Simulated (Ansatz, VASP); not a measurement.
ScBi3 in VASP and in Ansatz

```
Sc Bi
1.0
    -2.41135    2.41135    5.63564
     2.41135   -2.41135    5.63564
     2.41135    2.41135   -5.63564
Sc Bi
1 3
Direct
  0.00000 0.00000 0.00000
  0.75000 0.25000 0.50000
  0.25000 0.75000 0.50000
  0.50000 0.50000 0.00000
```

Alike in both runs: task single point; functional PBE; k mesh 2 × 2 × 2; occupations gaussian, width 0.1 eV; no spin polarisation; Hubbard terms Sc d U = 6.4 eV, J = 1.1 eV.

```csv
,VASP,Ansatz
version,VASP 6.6.1,Ansatz 0.2.0
potentials or method,"VASP PAW PBE potentials, release 64 (Sc_sv, Bi_d)","scalar-relativistic, plane waves, PAW"
plane-wave cutoff (eV),520,420
valence electrons in the cell,56,56
```

Ansatz gave:

```
gap on the k mesh at the Fermi level (eV)                     : none
pressure (GPa)                                                : -2.3
traceless stress, the component that is largest in VASP (GPa) : -5.36
```

**Question.** Estimate VASP's values.

**Answer.** gap on the k mesh at the Fermi level (eV): none; pressure (GPa): -3.6; traceless stress, the component that is largest in VASP (GPa): -5.31.

The programs project onto different local orbitals, so the same U acts differently, and such runs can settle in different states. A gap of «none» marks a metal or a gap that the smearing closes. Ansatz's warnings: filled band counts differ across k points, stress scf threshold missed.

The k mesh is coarse, so the values compare programs but aren't converged. Spin-orbit coupling is off throughout.
